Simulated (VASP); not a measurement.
Write the native input for VASP 6.6.1 that does the following.

```yaml
Task: single point
Functional: PBE
Potentials_or_basis: VASP PAW PBE potentials, release 64 (Nb_sv)
Cutoff: 520 eV
k_mesh: 18 × 18 × 18
Occupations: gaussian, width 0.1 eV
Spin: no spin polarisation
Dipole_correction: no
Further_INCAR_settings: ALGO = Normal; EDIFF = 1e-06; NBANDS = 12
```

The structure of Nb lies in POSCAR:

```
Nb
1.0
   -1.6555580007      1.6555580007      1.6555580007
    1.6555580007     -1.6555580007      1.6555580007
    1.6555580007      1.6555580007     -1.6555580007
Nb
1
Direct
    0.0000000000      0.0000000000      0.0000000000
```

One way to write it, as run:

INCAR

```
PREC     = Accurate       # precision mode
ENCUT    = 520            # plane-wave cutoff, eV
EDIFF    = 1E-6           # SCF threshold, eV
ISMEAR   = 0              # smearing method
SIGMA    = 0.1            # smearing width, eV
LREAL    = F              # projectors in reciprocal space
LASPH    = T              # aspherical terms in the spheres
NELM     = 60             # most SCF steps
ALGO     = Normal         # electronic algorithm
ISIF     = 2              # what is computed and relaxed
LWAVE    = F              # write WAVECAR
LCHARG   = F              # write CHGCAR
GGA      = PE             # functional
NBANDS   = 12             # bands
```

KPOINTS

```
regular mesh
0
Gamma
  18 18 18
```

Potentials or basis: VASP PAW PBE potentials, release 64 (Nb_sv).

Command:

```sh
$ cat potpaw_PBE.64/Nb_sv/POTCAR > POTCAR
$ mpirun -np 1 vasp_std > vasp.out
```

It gave:

| Item | Value |
| --- | --- |
| Pressure | -0.3 GPa |

Run time: 13 s on 1 thread of Intel(R) Xeon(R) 6975P-C (Granite Rapids), with other jobs on the host, peak memory 0.16 GiB.
